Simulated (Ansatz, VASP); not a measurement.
Two plane-wave programs on ZnS

```
Zn S
1.0
     0.00000    2.72182    2.72182
     2.72182    0.00000    2.72182
     2.72182    2.72182    0.00000
Zn S
1 1
Direct
  0.00000 0.00000 0.00000
  0.25000 0.25000 0.25000
```

Alike in both runs: functional PBE; k mesh 10 × 10 × 10; occupations gaussian, width 0.02 eV; no spin polarisation.

Ansatz relaxed the structure, and its values are those at the end. VASP's run is a single point on that final structure, the one shown.

|  | VASP | Ansatz |
| --- | --- | --- |
| version | VASP 6.6.1 | Ansatz 0.2.0 |
| potentials or method | VASP PAW PBE potentials, release 64 (Zn, S), cutoff 500 eV | scalar-relativistic, plane waves, PAW |
| valence electrons in the cell | 18 | 18 |

|  | VASP | Ansatz | Ansatz less VASP |
| --- | --- | --- | --- |
| gap on the k mesh at the Fermi level (eV) | 2.02 | 2.01 | -0.007 |
| least direct gap on the mesh (eV) | 2.02 | 2.01 | -0.007 |
| pressure (GPa) | 0.1 | 0.0 | -0.14 |
